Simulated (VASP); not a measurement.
Here is a VASP 6.6.1 calculation.

File POSCAR:

```
Cu
1.0
   -1.3952731107      1.3952731107      1.3952731107
    1.3952731107     -1.3952731107      1.3952731107
    1.3952731107      1.3952731107     -1.3952731107
Cu
1
Direct
    0.0000000000      0.0000000000      0.0000000000
```

File INCAR.step1:

```
  PREC = Accurate
  ENCUT = 660
  ISMEAR = -1
  SIGMA = 0.05
  LREAL = F
  LASPH = T
  NELM = 120
  NBANDS = 12
  GGA = PE
  ALGO = Normal
  EDIFF = 1E-5
  LWAVE = T
  LCHARG = F
  GGA_COMPAT = F
```

The input INCAR.step2:

```
  PREC = Accurate
  ENCUT = 660
  EDIFF = 1E-6
  ISMEAR = -1
  SIGMA = 0.05
  LREAL = F
  LASPH = T
  NELM = 120
  ALGO = Normal
  ISIF = 2
  LWAVE = F
  LCHARG = F
  METAGGA = R2SCAN
  LMIXTAU = T
  NBANDS = 12
  ISTART = 1
  GGA_COMPAT = F
```

KPOINTS

```
regular mesh
0
Gamma
  10 10 10
```

Potentials or basis: VASP PAW PBE potentials, release 64 (Cu).

Launch:

```console
$ cat potpaw_PBE.64/Cu/POTCAR > POTCAR
$ cp INCAR.step1 INCAR
$ mpirun -np 1 vasp_std > vasp.out
$ cp INCAR.step2 INCAR
$ mpirun -np 1 vasp_std > vasp.out
```

Predict the band gap on the k mesh.

zero (an odd number of electrons rules out a gap without spin polarisation).

Estimate the pressure.

10.6 GPa.

Caveat: the cell stands under pressure; the PAW data sets were made with another functional, which shifts forces and pressure a little.
